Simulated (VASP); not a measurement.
A run of VASP 6.6.1:

Contents of POSCAR:

```
InP3
1.0
    3.5806239608      2.0672742076      2.9617549386
   -3.5806239608      2.0672742076      2.9617549386
    0.0000000000     -4.1345484153      2.9617549385
In P
2 6
Direct
    0.2819929891      0.2819929891      0.2819929891
    0.7180070109      0.7180070109      0.7180070109
    0.7870739727      0.2355896608      0.7870739727
    0.7870739727      0.7870739727      0.2355896608
    0.2355896608      0.7870739727      0.7870739727
    0.2129260273      0.7644103392      0.2129260273
    0.7644103392      0.2129260273      0.2129260273
    0.2129260273      0.2129260273      0.7644103392
```

File INCAR.step1:

```
PREC = Accurate
ENCUT = 520
ISMEAR = 0
SIGMA = 0.1
LREAL = False
LASPH = True
NELM = 60
NBANDS = 38
GGA = PE
ALGO = Normal
EDIFF = 1E-4
LWAVE = True
LCHARG = False
```

File INCAR.step2:

```
PREC = Accurate
ENCUT = 520
EDIFF = 1E-7
ISMEAR = 0
SIGMA = 0.1
LREAL = False
LASPH = True
NELM = 60
ALGO = Normal
ISIF = 2
LWAVE = False
LCHARG = False
METAGGA = R2SCAN
LMIXTAU = True
NBANDS = 38
ISTART = 1
```

Contents of KPOINTS:

```
Automatic mesh
0
Gamma
  6 6 6
```

Potentials or basis: VASP PAW PBE potentials, release 64 (In_d, P).

Command:

```sh
$ cat potpaw_PBE.64/In_d/POTCAR potpaw_PBE.64/P/POTCAR > POTCAR
$ cp INCAR.step1 INCAR
$ mpirun -np 1 vasp_std > vasp.out
$ cp INCAR.step2 INCAR
$ mpirun -np 1 vasp_std > vasp.out
```

Hardware: 1 thread of Intel Xeon 8259CL (shared host).

Task: Estimate the wall time of this run.

Result: Wall time 11 min on 1 thread of Intel Xeon 8259CL, on a shared host, peak memory 0.33 GiB. Counts: k points 32.
